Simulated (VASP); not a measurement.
# AlGa3Sb4 (sol) (Cm) in VASP: single point with PBEsol

Aim: the single point of AlGa3Sb4 (sol) with PBEsol.

Program: VASP 6.6.1. These are calculated values, not measurements. Logs are shortened: lines on timing, memory, paths and dates and some standing lists are left out, and cuts for length are marked.

## (1) The cell of the first run

The structure is monoclinic, space group Cm (No. 8). The conventional cell has a = 14.320 Å, b = 4.318 Å, c = 7.478 Å, α = 90.00°, β = 100.02°, γ = 90.00°. Within 3.5 Å of Al (site symmetry m) lie 4 Sb at 2.64 Å. Within 3.5 Å of Ga (site symmetry m) lie 4 Sb at 2.64 Å. Ga (site symmetry m) has 4 Sb at 2.64 Å within 3.5 Å. Ga (site symmetry m) has 4 Sb at 2.64 Å within 3.5 Å. Sb (site symmetry m) has 1 Al at 2.64 Å and 3 Ga at 2.64 Å within 3.5 Å. Sb (site symmetry m) has 1 Al at 2.64 Å and 3 Ga at 2.64 Å within 3.5 Å. Sb (site symmetry m) has 2 Ga at 2.64 Å and 2 Al at 2.64 Å within 3.5 Å. Sb (site symmetry m) has 4 Ga at 2.64 Å within 3.5 Å.

## (2) Single point, PBEsol

Input file INCAR:

```
PREC = Accurate ; ENCUT = 520
EDIFF = 1E-6 ; ISMEAR = 0
SIGMA = 0.1 ; LREAL = False
LASPH = True ; NELM = 80
ALGO = Normal ; ISIF = 2
LWAVE = False ; LCHARG = False
GGA = PS ; NBANDS = 41
```

Input file KPOINTS:

```
regular mesh
0
Gamma
  4 4 4
```

Input file POSCAR:

```
AlGa3Sb4
1.0
    0.0000000000     -3.0530000000     -3.0530000000
    3.0530000000      6.1060000000     -3.0530000000
    6.1060000000     -3.0530000000      3.0530000000
Al Ga Sb
1 3 4
Direct
    0.7500000000      0.5000000000      0.2500000000
    0.5000000000      0.0000000000      0.5000000000
    0.2500000000      0.5000000000      0.7500000000
    0.0000000000      0.0000000000      0.0000000000
    0.8125000000      0.6250000000      0.9375000000
    0.5625000000      0.1250000000      0.1875000000
    0.3125000000      0.6250000000      0.4375000000
    0.0625000000      0.1250000000      0.6875000000
```

Potentials or basis: VASP PAW PBE potentials, release 64 (Al, Ga_d, Sb).

On the command line:

```bash
cat potpaw_PBE.64/Al/POTCAR potpaw_PBE.64/Ga_d/POTCAR potpaw_PBE.64/Sb/POTCAR > POTCAR
mpirun -np 1 vasp_std > vasp.out
```

OUTCAR:

```text
PREC = Accurate
   ENCUT = 520
   EDIFF = 1E-6
   ISMEAR = 0
   LREAL = False
   LASPH = True
   NELM = 80
   ISIF = 2
   GGA = PS

 ion  position               nearest neighbor table
   1  0.750  0.500  0.250-   6 2.64   5 2.64   7 2.64   7 2.64
   2  0.500  0.000  0.500-   7 2.64   6 2.64   8 2.64   8 2.64
   3  0.250  0.500  0.750-   8 2.64   5 2.64   7 2.64   5 2.64
   4  0.000  0.000  0.000-   5 2.64   6 2.64   6 2.64   8 2.64
   5  0.812  0.625  0.938-   4 2.64   3 2.64   1 2.64   3 2.64
   6  0.562  0.125  0.188-   1 2.64   2 2.64   4 2.64   4 2.64
   7  0.312  0.625  0.438-   2 2.64   1 2.64   3 2.64   1 2.64
   8  0.062  0.125  0.688-   3 2.64   2 2.64   4 2.64   2 2.64

  LATTYP: Found a base centered monoclinic cell.
 ALAT       =    14.3198393147
 B/A-ratio  =     0.3015113446
 C/A-ratio  =     0.5222329679
 COS(beta)  =    -0.1740776560

  Lattice vectors:

 A1 = (   3.0530000000,   3.0530000000,  -6.1060000000)
 A2 = (   3.0530000000,   6.1060000000,  -3.0530000000)
 A3 = (   6.1060000000,  -3.0530000000,   3.0530000000)

Analysis of symmetry for initial positions (statically):
=====================================================================
 Subroutine PRICEL returns:
 Original cell was already a primitive cell.

 Routine SETGRP: Setting up the symmetry group for a
 base centered monoclinic supercell.

 Subroutine GETGRP returns: Found  2 space group operations
 (whereof  2 operations were pure point group operations)
 out of a pool of  4 trial point group operations.

The static configuration has the point symmetry C_1h.

Analysis of symmetry for dynamics (positions and initial velocities):
=====================================================================
 Subroutine PRICEL returns:
 Original cell was already a primitive cell.

 Routine SETGRP: Setting up the symmetry group for a
 base centered monoclinic supercell.

 Subroutine GETGRP returns: Found  2 space group operations
 (whereof  2 operations were pure point group operations)
 out of a pool of  4 trial point group operations.

The dynamic configuration has the point symmetry C_1h.

 Subroutine INISYM returns: Found  2 space group operations
 (whereof  2 operations are pure point group operations),
 and found     1 'primitive' translations

----------------------------------------------------------------------------------------

                                     Primitive cell

  volume of cell :     227.6514

  direct lattice vectors                    reciprocal lattice vectors
     0.000000000 -3.053000000 -3.053000000     0.040943334 -0.122830003 -0.204716672
     3.053000000  6.106000000 -3.053000000     0.081886669  0.081886669 -0.081886669
     6.106000000 -3.053000000  3.053000000     0.122830003 -0.040943334  0.040943334

  length of vectors
     4.317594006  7.478292185  7.478292185     0.242224033  0.141831871  0.135793678

  position of ions in fractional coordinates (direct lattice)
     0.750000000  0.500000000  0.250000000
     0.500000000  0.000000000  0.500000000
     0.250000000  0.500000000  0.750000000
     0.000000000  0.000000000  0.000000000
     0.812500000  0.625000000  0.937500000
     0.562500000  0.125000000  0.187500000
     0.312500000  0.625000000  0.437500000
     0.062500000  0.125000000  0.687500000

  ion indices of the primitive-cell ions
   primitive index   ion index
                 1           1
                 2           2
                 3           3
                 4           4
                 5           5
                 6           6
                 7           7
                 8           8

----------------------------------------------------------------------------------------

 KPOINTS: regular mesh

Automatic generation of k-mesh.
 Grid dimensions read from file:
 generate k-points for:    4    4    4

 Generating k-lattice:

  Cartesian coordinates                     Fractional coordinates (reciprocal lattice)
     0.010235834 -0.030707501 -0.051179168     0.250000000 -0.000000000  0.000000000
     0.020471667  0.020471667 -0.020471667     0.000000000  0.250000000  0.000000000
     0.030707501 -0.010235834  0.010235834     0.000000000  0.000000000  0.250000000

  Length of vectors
     0.060556008  0.035457968  0.033948419

  Shift w.r.t. Gamma in fractional coordinates (k-lattice)
     0.000000000  0.000000000  0.000000000

 Subroutine IBZKPT returns following result:
 ===========================================

 Found     24 irreducible k-points:

 Following reciprocal coordinates:
            Coordinates               Weight
  0.000000  0.000000  0.000000      1.000000
  0.250000 -0.000000  0.000000      4.000000
  0.500000 -0.000000  0.000000      2.000000
  0.000000  0.250000  0.000000      2.000000
  0.250000  0.250000  0.000000      4.000000
  0.500000  0.250000  0.000000      2.000000
[... 16 lines left out ...]
  0.500000  0.250000  0.500000      2.000000
  0.000000  0.500000  0.500000      1.000000
   k-points           NKPTS =     24   k-points in BZ     NKDIM =     24   number of bands    NBANDS=     41
   number of dos      NEDOS =    301   number of ions     NIONS =      8
   total plane-waves  NPLWV = 100352
   dimension x,y,z NGX =    32 NGY =   56 NGZ =   56
   dimension x,y,z NGXF=    64 NGYF=  112 NGZF=  112
   ions per type =               1   3   4
   NGX,Y,Z   is equivalent  to a cutoff of  12.32, 12.45, 12.45 a.u.
   NGXF,Y,Z  is equivalent  to a cutoff of  24.64, 24.90, 24.90 a.u.
 SYSTEM =  unknown system
   PREC   = accura    normal or accurate (medium, high low for compatibility)
   ISTART =      0    job   : 0-new  1-cont  2-samecut
   ICHARG =      2    charge: 1-file 2-atom 10-const
   ISPIN  =      1    spin polarized calculation?
   LNONCOLLINEAR =      F non collinear calculations
   LSORBIT =      F    spin-orbit coupling
   LASPH  =      T    aspherical Exc in radial PAW
   ENCUT  =  520.0 eV  38.22 Ry    6.18 a.u.   8.03 13.90 13.90*2*pi/ulx,y,z
   NELM   =     80;   NELMIN=  2; NELMDL= -5     # of ELM steps
   EDIFF  = 0.1E-05   stopping-criterion for ELM
   LREAL  =      F    real-space projection
   EDIFFG = 0.1E-04   stopping-criterion for IOM
   NSW    =      0    number of steps for IOM
   IBRION =     -1    ionic relax: 0-MD 1-quasi-New 2-CG
   NFREE  =      0    steps in history (QN), initial steepest desc. (CG)
   ISIF   =      2    stress and relaxation
   ISYM   =      2    0-nonsym 1-usesym 2-fastsym
   POTIM  = 0.5000    time-step for ionic-motion
   TEBEG  =    0.0;   TEEND  =   0.0 temperature during run
   PSTRESS=    0.0 pullay stress
   NELECT =      62.0000    total number of electrons
   NUPDOWN=      -1.0000    fix difference up-down
   EMIN   =  10.00;   EMAX   =-10.00  energy-range for DOS
   EFERMI =   0.00;   METHOD = LEGACY
   ISMEAR =     0;   SIGMA  =   0.10  broadening in eV -4-tet -1-fermi 0-gaus
   EFERMI_NEDOS =   21; number of points for ismear=-14 and -15
   IALGO  =     38    algorithm
   IMIX   =      4    mixing-type and parameters
     AMIX     =   0.40;   BMIX     =  1.00
     AMIX_MAG =   1.60;   BMIX_MAG =  1.00
  volume/ion in A,a.u.               =      28.46       192.03
  Fermi-wavevector in a.u.,A,eV,Ry     =   1.061163  2.005307 15.321058  1.126066
  Thomas-Fermi vector in A             =   2.196569
   LORBIT       =      0    0 simple, 1 ext, 2 COOP (PROOUT), +10 PAW based schemes
   GGA     = PS    functional components
   LHFCALC =     F    Hartree Fock is set to
   AEXX    =    0.0000 exact exchange contribution
   IVDW    =     0    specifies the selected vdW correction
   LEPSILON=     F    determine dielectric tensor
   LRPA    =     F    only Hartree local field effects (RPA)
 non-spin polarized calculation
 Gauss-broadening in eV      SIGMA  =   0.10
  energy-cutoff  :      520.00
  volume of cell :      227.65
 maximum number of plane-waves:      6144
   NGX = 17   NGY = 27   NGZ = 27

 number of electron      61.9999992 magnetization

 Free energy of the ion-electron system (eV)
  ---------------------------------------------------
  ext. energy  EPLUGINS =         0.00000000
  ---------------------------------------------------
  free energy    TOTEN  =       -33.17119772 eV

  energy without entropy =      -33.17070903  energy(sigma->0) =      -33.17095337

 E-fermi :   4.9597     XC(G=0):  -9.1801

 val. band max:        4.8162203264   @ k =   0.0000   0.0000   0.0000
 cond. band min:       5.0770081785   @ k =   0.0000   0.0000   0.0000
 fundamental gap:      0.2607878522
 Fermi energy:         4.9596546187

 k-point     1 :       0.0000    0.0000    0.0000
  band No.  band energies     occupation
      1     -10.1631      2.00000
      2     -10.1499      2.00000
      3     -10.1448      2.00000
      4     -10.1244      2.00000
      5     -10.1243      2.00000
      6     -10.1205      2.00000
[... 33 lines left out ...]
     40       8.5178      0.00000
     41       8.8216      0.00000

 k-point     2 :       0.2500   -0.0000    0.0000
  band No.  band energies     occupation
      1     -10.1637      2.00000
      2     -10.1512      2.00000
      3     -10.1458      2.00000
      4     -10.1312      2.00000
      5     -10.1205      2.00000
      6     -10.1169      2.00000
[... 33 lines left out ...]
     40       9.1329      0.00000
     41       9.3788      0.00000

 k-point     3 :       0.5000   -0.0000    0.0000
  band No.  band energies     occupation
      1     -10.1659      2.00000
      2     -10.1540      2.00000
      3     -10.1505      2.00000
      4     -10.1350      2.00000
      5     -10.1156      2.00000
      6     -10.1143      2.00000
[... 33 lines left out ...]
     40       9.3197      0.00000
     41       9.4773      0.00000

 k-point     4 :       0.0000    0.2500    0.0000
  band No.  band energies     occupation
      1     -10.1641      2.00000
      2     -10.1479      2.00000
      3     -10.1456      2.00000
      4     -10.1242      2.00000
      5     -10.1235      2.00000
      6     -10.1221      2.00000
[... 825 lines left out ...]
     40       9.3386      0.00000
     41       9.5495      0.00000

 k-point    23 :       0.5000    0.2500    0.5000
  band No.  band energies     occupation
      1     -10.1683      2.00000
      2     -10.1574      2.00000
      3     -10.1506      2.00000
      4     -10.1324      2.00000
      5     -10.1176      2.00000
      6     -10.1134      2.00000
[... 33 lines left out ...]
     40       9.0653      0.00000
     41       9.1814      0.00000

 k-point    24 :       0.0000    0.5000    0.5000
  band No.  band energies     occupation
      1     -10.1594      2.00000
      2     -10.1530      2.00000
      3     -10.1376      2.00000
      4     -10.1344      2.00000
      5     -10.1191      2.00000
      6     -10.1172      2.00000
[... 33 lines left out ...]
     40       8.6211      0.00000
     41       8.7807      0.00000

------------------------ aborting loop because EDIFF is reached ----------------------------------------

  FORCE on cell =-STRESS in cart. coord.  units (eV):
  Direction    XX          YY          ZZ          XY          YZ          ZX
  --------------------------------------------------------------------------------------
  -------------------------------------------------------------------------------------
  Total        0.4253342      1.1533792      1.1533792     -0.0149655      0.4659651      0.0149655
  in kB        2.9934398      8.1173130      8.1173130     -0.1053250      3.2793937      0.1053247
  external PRESSURE =       6.4093553 kB  Pullay stress =       0.0000000 kB

 VOLUME and BASIS-vectors are now :
 -----------------------------------------------------------------------------
  energy-cutoff  :      520.00
  volume of cell :      227.65
      direct lattice vectors                 reciprocal lattice vectors
     0.000000000 -3.053000000 -3.053000000     0.040943334 -0.122830003 -0.204716672
     3.053000000  6.106000000 -3.053000000     0.081886669  0.081886669 -0.081886669
     6.106000000 -3.053000000  3.053000000     0.122830003 -0.040943334  0.040943334

 POSITION                                       TOTAL-FORCE (eV/Angst)
 -----------------------------------------------------------------------------------
      3.05300      0.00000     -3.05300         0.035005      0.004770     -0.004770
      3.05300     -3.05300      0.00000         0.013980     -0.005682      0.005682
      6.10600      0.00000      0.00000         0.000711      0.007218     -0.007218
      0.00000      0.00000      0.00000        -0.021646     -0.008160      0.008160
      7.63250     -1.52650     -1.52650        -0.078629      0.072653     -0.072653
      1.52650     -1.52650     -1.52650        -0.074020     -0.071790      0.071790
      4.57950      1.52650     -1.52650         0.119525     -0.010224      0.010224
      4.57950     -1.52650      1.52650         0.005073      0.011215     -0.011215
 -----------------------------------------------------------------------------------
    total drift:                                0.000229      0.000126     -0.000130

  FREE ENERGIE OF THE ION-ELECTRON SYSTEM (eV)
  ---------------------------------------------------
  free  energy   TOTEN  =       -33.1711977179 eV

  energy  without entropy=      -33.1707090318  energy(sigma->0) =      -33.17095337
```

Wall time 2.2 min (1 thread of Intel Xeon Platinum 8488C (Sapphire Rapids), shared host); peak memory 0.42 GiB.

Results:

```
Free energy            : -33.1712 eV
Pressure               : 0.6 GPa
Largest force          : 0.129 eV/Å
Band gap on the k mesh : 0.26 eV, direct
```

Forces on the atoms (eV/Å):
```
Al   0.035  0.005 -0.005
Ga   0.014 -0.006  0.006
Ga   0.001  0.007 -0.007
Ga  -0.022 -0.008  0.008
Sb  -0.079  0.073 -0.073
Sb  -0.074 -0.072  0.072
Sb   0.120 -0.010  0.010
Sb   0.005  0.011 -0.011
```

Caveat: the PAW data sets were made with another functional, which shifts forces and pressure a little; spin-orbit coupling is left out, which moves the levels of the heavy elements. A k mesh can miss the band edges.
